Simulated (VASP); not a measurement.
# Co (Pm-3n) in VASP: further runs

The runs below take Co through single point, relaxation of cell and atoms, with PBEsol.

Program: VASP 6.6.1. These are calculated values, not measurements. Logs are shortened: lines on timing, memory, paths and dates and some standing lists are left out, and cuts for length are marked.

## 1. The cell of the first run

Symmetry: Pm-3n, No. 223, cubic system. The conventional cell has a = 4.398 Å, b = 4.398 Å, c = 4.398 Å, α = 90.00°, β = 90.00°, γ = 90.00°. Co (site symmetry m-3) has 12 Co at 2.46 Å within 3.2 Å. Within 2.9 Å of Co (site symmetry -4m2) lie 14 Co at 2.20 to 2.69 Å.

## 2. Single point, PBEsol, collinear spin, ferromagnetic start

File INCAR:

```
PREC = Accurate
ENCUT = 520
EDIFF = 1E-6
ISMEAR = -1
SIGMA = 0.05
LREAL = F
LASPH = T
NELM = 150
ALGO = Normal
ISIF = 2
LWAVE = F
LCHARG = T
ISPIN = 2
MAGMOM = 1.7 1.7 1.7 1.7 1.7 1.7 1.7 1.7
LORBIT = 11
LMAXMIX = 4
GGA = PS
LELF = T
LVHAR = T
NBANDS = 50
```

File KPOINTS:

```
regular mesh
0
Gamma
  6 6 6
```

File POSCAR:

```
Co
1.0
    4.3975315279      0.0000000000      0.0000000000
    0.0000000000      4.3975315279      0.0000000000
    0.0000000000      0.0000000000      4.3975315279
Co
8
Direct
    0.0000000000      0.0000000000      0.0000000000
    0.5000000000      0.5000000000      0.5000000000
    0.2500000000      0.0000000000      0.5000000000
    0.7500000000      0.0000000000      0.5000000000
    0.5000000000      0.2500000000      1.0000000000
    0.5000000000      0.7500000000      1.0000000000
    0.0000000000      0.5000000000      0.2500000000
    1.0000000000      0.5000000000      0.7500000000
```

Potentials or basis: VASP PAW PBE potentials, release 64 (Co).

The run is started by

```bash
$ cat potpaw_PBE.64/Co/POTCAR > POTCAR
$ mpirun -np 1 vasp_std > vasp.out
```

OUTCAR:

```text
PREC = Accurate
   ENCUT = 520
   EDIFF = 1E-6
   ISMEAR = -1
   LREAL = F
   LASPH = T
   NELM = 150
   ISIF = 2
   ISPIN = 2
   LORBIT = 11
   GGA = PS

 ion  position               nearest neighbor table
   1  0.000  0.000  0.000-   3 2.46   4 2.46   5 2.46   6 2.46   7 2.46   8 2.46   3 2.46   4 2.46
                             7 2.46   8 2.46   5 2.46   6 2.46
   2  0.500  0.500  0.500-   3 2.46   4 2.46   5 2.46   6 2.46   7 2.46   8 2.46   5 2.46   6 2.46
                             3 2.46   4 2.46   7 2.46   8 2.46
   3  0.250  0.000  0.500-   4 2.20   4 2.20   1 2.46   1 2.46   2 2.46   2 2.46   8 2.69   5 2.69
                             5 2.69   6 2.69   6 2.69   7 2.69   8 2.69   7 2.69
   4  0.750  0.000  0.500-   3 2.20   3 2.20   1 2.46   1 2.46   2 2.46   2 2.46   8 2.69   5 2.69
                             5 2.69   6 2.69   6 2.69   7 2.69   8 2.69   7 2.69
   5  0.500  0.250  0.000-   6 2.20   6 2.20   1 2.46   2 2.46   2 2.46   1 2.46   8 2.69   4 2.69
                             3 2.69   4 2.69   3 2.69   7 2.69   7 2.69   8 2.69
   6  0.500  0.750  0.000-   5 2.20   5 2.20   1 2.46   2 2.46   2 2.46   1 2.46   8 2.69   4 2.69
                             3 2.69   4 2.69   3 2.69   7 2.69   7 2.69   8 2.69
   7  0.000  0.500  0.250-   8 2.20   8 2.20   1 2.46   2 2.46   1 2.46   2 2.46   3 2.69   4 2.69
                             5 2.69   3 2.69   4 2.69   6 2.69   5 2.69   6 2.69
   8  0.000  0.500  0.750-   7 2.20   7 2.20   1 2.46   2 2.46   1 2.46   2 2.46   3 2.69   4 2.69
                             5 2.69   3 2.69   4 2.69   6 2.69   5 2.69   6 2.69

  LATTYP: Found a simple cubic cell.
 ALAT       =     4.3975315279

  Lattice vectors:

 A1 = (   4.3975315279,   0.0000000000,   0.0000000000)
 A2 = (   0.0000000000,   4.3975315279,   0.0000000000)
 A3 = (   0.0000000000,   0.0000000000,   4.3975315279)

Analysis of symmetry for initial positions (statically):
=====================================================================
 Subroutine PRICEL returns:
 Original cell was already a primitive cell.

 Routine SETGRP: Setting up the symmetry group for a
 simple cubic supercell.

 Subroutine GETGRP returns: Found 48 space group operations
 (whereof 24 operations were pure point group operations)
 out of a pool of 48 trial point group operations.

The static configuration has the point symmetry T_h .
 The point group associated with its full space group is O_h .

Analysis of symmetry for dynamics (positions and initial velocities):
=====================================================================
 Subroutine PRICEL returns:
 Original cell was already a primitive cell.

 Routine SETGRP: Setting up the symmetry group for a
 simple cubic supercell.

 Subroutine GETGRP returns: Found 48 space group operations
 (whereof 24 operations were pure point group operations)
 out of a pool of 48 trial point group operations.

The dynamic configuration has the point symmetry T_h .
 The point group associated with its full space group is O_h .

Analysis of structural, dynamic, and magnetic symmetry:
=====================================================================
 Subroutine PRICEL returns:
 Original cell was already a primitive cell.

 Routine SETGRP: Setting up the symmetry group for a
 simple cubic supercell.

 Subroutine GETGRP returns: Found 48 space group operations
 (whereof 24 operations were pure point group operations)
 out of a pool of 48 trial point group operations.

The overall configuration has the point symmetry T_h .
 The point group associated with its full space group is O_h .

 Subroutine INISYM returns: Found 48 space group operations
 (whereof 24 operations are pure point group operations),
 and found     1 'primitive' translations

----------------------------------------------------------------------------------------

                                     Primitive cell

  volume of cell :      85.0407

  direct lattice vectors                    reciprocal lattice vectors
     4.397531528  0.000000000  0.000000000     0.227400303  0.000000000  0.000000000
     0.000000000  4.397531528  0.000000000     0.000000000  0.227400303  0.000000000
     0.000000000  0.000000000  4.397531528     0.000000000  0.000000000  0.227400303

  length of vectors
     4.397531528  4.397531528  4.397531528     0.227400303  0.227400303  0.227400303

  position of ions in fractional coordinates (direct lattice)
     0.000000000  0.000000000  0.000000000
     0.500000000  0.500000000  0.500000000
     0.250000000  0.000000000  0.500000000
     0.750000000  0.000000000  0.500000000
     0.500000000  0.250000000  0.000000000
     0.500000000  0.750000000  0.000000000
     0.000000000  0.500000000  0.250000000
     0.000000000  0.500000000  0.750000000

  ion indices of the primitive-cell ions
   primitive index   ion index
                 1           1
                 2           2
                 3           3
                 4           4
                 5           5
                 6           6
                 7           7
                 8           8

----------------------------------------------------------------------------------------

 KPOINTS: regular mesh

Automatic generation of k-mesh.
 Grid dimensions read from file:
 generate k-points for:    6    6    6

 Generating k-lattice:

  Cartesian coordinates                     Fractional coordinates (reciprocal lattice)
     0.037900050  0.000000000  0.000000000     0.166666667  0.000000000  0.000000000
     0.000000000  0.037900050  0.000000000     0.000000000  0.166666667  0.000000000
     0.000000000  0.000000000  0.037900050     0.000000000  0.000000000  0.166666667

  Length of vectors
     0.037900050  0.037900050  0.037900050

  Shift w.r.t. Gamma in fractional coordinates (k-lattice)
     0.000000000  0.000000000  0.000000000

 Subroutine IBZKPT returns following result:
 ===========================================

 Found     20 irreducible k-points:

 Following reciprocal coordinates:
            Coordinates               Weight
  0.000000  0.000000  0.000000      1.000000
  0.166667  0.000000  0.000000      6.000000
  0.333333  0.000000  0.000000      6.000000
  0.500000  0.000000  0.000000      3.000000
  0.166667  0.166667  0.000000     12.000000
  0.333333  0.166667  0.000000     24.000000
[... 12 lines left out ...]
  0.500000  0.500000  0.333333      6.000000
  0.500000  0.500000  0.500000      1.000000
   k-points           NKPTS =     20   k-points in BZ     NKDIM =     20   number of bands    NBANDS=     50
   number of dos      NEDOS =    301   number of ions     NIONS =      8
   total plane-waves  NPLWV =  46656
   dimension x,y,z NGX =    36 NGY =   36 NGZ =   36
   dimension x,y,z NGXF=    72 NGYF=   72 NGZF=   72
   ions per type =               8
   NGX,Y,Z   is equivalent  to a cutoff of  13.61, 13.61, 13.61 a.u.
   NGXF,Y,Z  is equivalent  to a cutoff of  27.22, 27.22, 27.22 a.u.
 SYSTEM =  unknown system
   PREC   = accura    normal or accurate (medium, high low for compatibility)
   ISTART =      0    job   : 0-new  1-cont  2-samecut
   ICHARG =      2    charge: 1-file 2-atom 10-const
   ISPIN  =      2    spin polarized calculation?
   LNONCOLLINEAR =      F non collinear calculations
   LSORBIT =      F    spin-orbit coupling
   LASPH  =      T    aspherical Exc in radial PAW
   ENCUT  =  520.0 eV  38.22 Ry    6.18 a.u.   8.18  8.18  8.18*2*pi/ulx,y,z
   NELM   =    150;   NELMIN=  2; NELMDL= -5     # of ELM steps
   EDIFF  = 0.1E-05   stopping-criterion for ELM
   LREAL  =      F    real-space projection
   EDIFFG = 0.1E-04   stopping-criterion for IOM
   NSW    =      0    number of steps for IOM
   IBRION =     -1    ionic relax: 0-MD 1-quasi-New 2-CG
   NFREE  =      0    steps in history (QN), initial steepest desc. (CG)
   ISIF   =      2    stress and relaxation
   ISYM   =      2    0-nonsym 1-usesym 2-fastsym
   POTIM  = 0.5000    time-step for ionic-motion
   TEBEG  =    0.0;   TEEND  =   0.0 temperature during run
   PSTRESS=    0.0 pullay stress
   NELECT =      72.0000    total number of electrons
   NUPDOWN=      -1.0000    fix difference up-down
   EMIN   =  10.00;   EMAX   =-10.00  energy-range for DOS
   EFERMI =   0.00;   METHOD = LEGACY
   ISMEAR =    -1;   SIGMA  =   0.05  broadening in eV -4-tet -1-fermi 0-gaus
   EFERMI_NEDOS =   21; number of points for ismear=-14 and -15
   IALGO  =     38    algorithm
   IMIX   =      4    mixing-type and parameters
     AMIX     =   0.40;   BMIX     =  1.00
     AMIX_MAG =   1.60;   BMIX_MAG =  1.00
  volume/ion in A,a.u.               =      10.63        71.74
  Fermi-wavevector in a.u.,A,eV,Ry     =   1.548734  2.926682 32.634602  2.398576
  Thomas-Fermi vector in A             =   2.653641
   LORBIT       =     11    0 simple, 1 ext, 2 COOP (PROOUT), +10 PAW based schemes
   GGA     = PS    functional components
   LHFCALC =     F    Hartree Fock is set to
   AEXX    =    0.0000 exact exchange contribution
   IVDW    =     0    specifies the selected vdW correction
   LEPSILON=     F    determine dielectric tensor
   LRPA    =     F    only Hartree local field effects (RPA)
 spin polarized calculation
  energy-cutoff  :      520.00
  volume of cell :       85.04
 maximum number of plane-waves:      2320
 NGX is ok and might be reduce to    36
   NGX = 17   NGY = 17   NGZ = 17

 number of electron      72.0000072 magnetization      13.1572558

 Free energy of the ion-electron system (eV)
  ---------------------------------------------------
  ext. energy  EPLUGINS =         0.00000000
  ---------------------------------------------------
  free energy    TOTEN  =       -61.02568080 eV

  energy without entropy =      -60.94547153  energy(sigma->0) =      -60.98557617

 E-fermi :  10.6497     XC(G=0): -13.6884

 val. band max:       10.6447707269   @ k =   0.3333   0.3333   0.1667
 cond. band min:      10.6575426001   @ k =   0.3333   0.3333   0.1667
 fundamental gap:      0.0127718732
 Fermi energy:        10.6496925517

 spin component 1

 k-point     1 :       0.0000    0.0000    0.0000
  band No.  band energies     occupation
      1       1.2713      1.00000
      2       5.0983      1.00000
      3       5.0983      1.00000
      4       5.7911      1.00000
      5       5.9338      1.00000
      6       5.9338      1.00000
[... 40 lines left out ...]
     47      13.7210      0.00000
     48      18.9919      0.00000
[... 967 lines left out ...]
     47      10.8365      0.02328
     48      10.8365      0.02328
 Fermi energy:        10.6496925517

 spin component 2

 k-point     1 :       0.0000    0.0000    0.0000
  band No.  band energies     occupation
      1       1.3638      1.00000
      2       6.0091      1.00000
      3       6.0091      1.00000
      4       6.5676      1.00000
      5       7.2836      1.00000
      6       7.2836      1.00000
[... 40 lines left out ...]
     47      14.8225      0.00000
     48      19.6152      0.00000
[... 967 lines left out ...]
     47      12.2760      0.00000
     48      12.2760      0.00000
 [bands above 48 left out]

------------------------ aborting loop because EDIFF is reached ----------------------------------------

  FORCE on cell =-STRESS in cart. coord.  units (eV):
  Direction    XX          YY          ZZ          XY          YZ          ZX
  --------------------------------------------------------------------------------------
  -------------------------------------------------------------------------------------
  Total       -0.6219450     -0.6219450     -0.6219450      0.0000000     -0.0000000     -0.0000000
  in kB      -11.7175195    -11.7175195    -11.7175195      0.0000000     -0.0000000     -0.0000000
  external PRESSURE =     -11.7175195 kB  Pullay stress =       0.0000000 kB

 VOLUME and BASIS-vectors are now :
 -----------------------------------------------------------------------------
  energy-cutoff  :      520.00
  volume of cell :       85.04
      direct lattice vectors                 reciprocal lattice vectors
     4.397531528  0.000000000  0.000000000     0.227400303  0.000000000  0.000000000
     0.000000000  4.397531528  0.000000000     0.000000000  0.227400303  0.000000000
     0.000000000  0.000000000  4.397531528     0.000000000  0.000000000  0.227400303

 POSITION                                       TOTAL-FORCE (eV/Angst)
 -----------------------------------------------------------------------------------
      0.00000      0.00000      0.00000         0.000000     -0.000000      0.000000
      2.19877      2.19877      2.19877         0.000000     -0.000000      0.000000
      1.09938      0.00000      2.19877        -0.000000      0.000000      0.000000
      3.29815      0.00000      2.19877         0.000000      0.000000     -0.000000
      2.19877      1.09938      0.00000         0.000000     -0.000000      0.000000
      2.19877      3.29815      0.00000         0.000000     -0.000000     -0.000000
      0.00000      2.19877      1.09938        -0.000000     -0.000000      0.000000
      0.00000      2.19877      3.29815         0.000000     -0.000000     -0.000000
 -----------------------------------------------------------------------------------
    total drift:                                0.000000      0.000000     -0.000000

  FREE ENERGIE OF THE ION-ELECTRON SYSTEM (eV)
  ---------------------------------------------------
  free  energy   TOTEN  =       -61.0256808049 eV

  energy  without entropy=      -60.9454715280  energy(sigma->0) =      -60.98557617

 total charge

# of ion       s       p       d       tot
------------------------------------------
    1        0.506   0.559   7.286   8.351
    2        0.506   0.559   7.286   8.351
    3        0.500   0.544   7.285   8.329
    4        0.500   0.544   7.285   8.329
    5        0.500   0.544   7.285   8.329
    6        0.500   0.544   7.285   8.329
    7        0.500   0.544   7.285   8.329
    8        0.500   0.544   7.285   8.329
--------------------------------------------------
tot          4.012   4.384  58.280  66.675

 magnetization (x)

# of ion       s       p       d       tot
------------------------------------------
    1       -0.014  -0.052   1.662   1.596
    2       -0.014  -0.052   1.662   1.596
    3       -0.008  -0.044   1.723   1.671
    4       -0.008  -0.044   1.723   1.671
    5       -0.008  -0.044   1.723   1.671
    6       -0.008  -0.044   1.723   1.671
    7       -0.008  -0.044   1.723   1.671
    8       -0.008  -0.044   1.723   1.671
--------------------------------------------------
tot         -0.074  -0.370  13.659  13.215
```

Wall time 5.3 min (1 thread of Intel Xeon 8259CL, shared host); peak memory 0.3 GiB.

Results:

```
Free energy                                           : -61.0257 eV
Pressure                                              : -1.2 GPa
Net moment                                            : 13.16 μB per cell
Site moments                                          : Co +1.60, +1.67 (each value once) μB
Valence electrons inside the program's atomic spheres : Co 8.35, 8.33 (each value once)
```

Caveat: the PAW data sets were made with another functional, which shifts forces and pressure a little.

## 3. Relaxation of cell and atoms, PBEsol, collinear spin, ferromagnetic start

This run uses another cell than the first one, of 11.07 Å³/atom.

File INCAR:

```
PREC = Accurate
ENCUT = 600
EDIFF = 1E-6
ISMEAR = -1
SIGMA = 0.05
LREAL = F
LASPH = T
NELM = 150
ALGO = Normal
ISIF = 3
LWAVE = F
LCHARG = F
ISPIN = 2
MAGMOM = 1.7 1.7 1.7 1.7 1.7 1.7 1.7 1.7
LORBIT = 11
LMAXMIX = 4
GGA = PS
IBRION = 2
NSW = 80
EDIFFG = -0.01
```

KPOINTS is that of step 2.

File POSCAR:

```
Co
1.0
    4.4578576470      0.0000000000      0.0000000000
    0.0000000000      4.4578576470      0.0000000000
    0.0000000000      0.0000000000      4.4578576470
Co
8
Direct
    0.0000000000      0.0000000000      0.0000000000
    0.5000000000      0.5000000000      0.5000000000
    0.2500000000      0.0000000000      0.5000000000
    0.7500000000      0.0000000000      0.5000000000
    0.5000000000      0.2500000000      0.0000000000
    0.5000000000      0.7500000000      0.0000000000
    0.0000000000      0.5000000000      0.2500000000
    0.0000000000      0.5000000000      0.7500000000
```

Potentials or basis: VASP PAW PBE potentials, release 64 (Co).

The run is started by

```bash
$ cat potpaw_PBE.64/Co/POTCAR > POTCAR
$ mpirun -np 1 vasp_std > vasp.out
```

Run time: 17 min. Hardware: 1 thread of Oxide Virtual Turin-like, shared host; peak memory 0.3 GiB.

The run converged. Its results:

```
Free energy                                           : -61.0280 eV
Relaxed volume                                        : 10.57 Å³/atom
Relaxed cell                                          : a = 4.390 Å, b = 4.390 Å, c = 4.390 Å, α = 90.00°, β = 90.00°, γ = 90.00°
Space group after relaxing (to 0.1 Å)                 : Pm-3n (No. 223)
Energy gained by relaxing                             : 15.3 meV/atom
Ionic steps                                           : 3
Pressure after relaxing                               : -0.1 GPa
Net moment                                            : 13.10 μB per cell
Site moments                                          : Co +1.59, +1.66 (each value once) μB
Valence electrons inside the program's atomic spheres : Co 8.36, 8.34 (each value once)
```

The path:
```tsv
step	energy change (eV)	largest force (eV/Å)	pressure (GPa)	volume (Å³)
1	0.0000	0.0000	-9.42	88.59
2	0.0273	0.0000	12.54	80.50
3	-0.1227	0.0000	-0.09	84.60
```

Final structure:
```cif
data_structure
_symmetry_space_group_name_H-M 'P 1'
_symmetry_Int_Tables_number 1
_cell_length_a 4.3898
_cell_length_b 4.3898
_cell_length_c 4.3898
_cell_angle_alpha 90.000
_cell_angle_beta 90.000
_cell_angle_gamma 90.000
_cell_volume 84.60
loop_
_atom_site_label
_atom_site_type_symbol
_atom_site_fract_x
_atom_site_fract_y
_atom_site_fract_z
_atom_site_occupancy
Co1 Co 0.00000 0.00000 0.00000 1
Co2 Co 0.50000 0.50000 0.50000 1
Co3 Co 0.25000 0.00000 0.50000 1
Co4 Co 0.75000 0.00000 0.50000 1
Co5 Co 0.50000 0.25000 0.00000 1
Co6 Co 0.50000 0.75000 0.00000 1
Co7 Co 0.00000 0.50000 0.25000 1
Co8 Co 0.00000 0.50000 0.75000 1
```

Levels at points of the mesh, in eV from the Fermi level:
Spin up:
```
           k point  band 39  band 40  band 41  band 42  band 43  band 44  band 45  band 46
(0.00, 0.00, 0.00)    -0.89    -0.89    -0.89     1.04     1.04     1.04     2.77     2.77
(0.50, 0.00, 0.00)    -0.93    -0.93    -0.44    -0.44     1.77     1.77     2.46     2.46
(0.50, 0.50, 0.00)    -0.99    -0.99    -0.81    -0.64    -0.64    -0.34     2.17     3.95
(0.50, 0.50, 0.50)    -1.13    -1.13     0.03     0.03     0.03     0.03     0.03     0.03
```
Spin down:
| k point | band 26 | band 27 | band 28 | band 29 | band 30 | band 31 | band 32 | band 33 |
| --- | --- | --- | --- | --- | --- | --- | --- | --- |
| (0.00, 0.00, 0.00) | -0.14 | -0.14 | -0.14 | -0.12 | -0.12 | -0.12 | 0.03 | 0.03 |
| (0.50, 0.00, 0.00) | -0.66 | -0.48 | -0.48 | -0.29 | -0.29 | 0.15 | 0.15 | 0.46 |
| (0.50, 0.50, 0.00) | -0.86 | -0.71 | -0.43 | -0.08 | 0.16 | 0.17 | 0.26 | 0.26 |
| (0.50, 0.50, 0.50) | -0.26 | -0.26 | -0.26 | -0.26 | -0.26 | 0.55 | 0.55 | 0.55 |

Caveat: the PAW data sets were made with another functional, which shifts forces and pressure a little.
